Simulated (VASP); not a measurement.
Runs of VASP 6.6.1 on NaCl. The structure is that of space group Fm-3m (No. 225), or close to it. The cells are those of the table. 

```csv
cell,gap on the mesh (eV),pressure (GPa)
"a = 3.965, b = 4.005 Å, angles 59.7, 60.7, 59.7°, 2 atoms",5.95,-0.4
"a = 3.975, b = 4.005 Å, angles 59.8, 60.5, 59.8°, 2 atoms",(a),-0.6
"a = 4.035, b = 4.005 Å, angles 60.2, 59.5, 60.2°, 2 atoms",5.80,-1.3
"a = 3.985, b = 4.005 Å, angles 59.8, 60.3, 59.8°, 2 atoms",5.91,(c)
"a = 4.045, b = 4.005 Å, angles 60.3, 59.3, 60.3°, 2 atoms",5.78,-1.4
"a = 4.040, b = 4.005 Å, angles 60.3, 59.4, 60.3°, 2 atoms",5.79,-1.4
"a = 4.015, b = 4.005 Å, angles 60.1, 59.8, 60.1°, 2 atoms",5.85,-1.1
"a = 3.995, b = 4.005 Å, angles 59.9, 60.2, 59.9°, 2 atoms",5.89,(b)
```

Alike in all rows: task single point; level r2SCAN; potentials or basis VASP PAW PBE potentials, release 64 (Na_pv, Cl); no spin polarisation; k mesh 8 × 8 × 8; cutoff (eV) 520; smearing gaussian 0.05 eV.

Q: Estimate the missing entries.

A: (a) 5.93; (b) -0.9; (c) -0.7.

Caveats: the PAW data sets were made with another functional, which shifts forces and pressure a little.

A k mesh can miss the band edges.
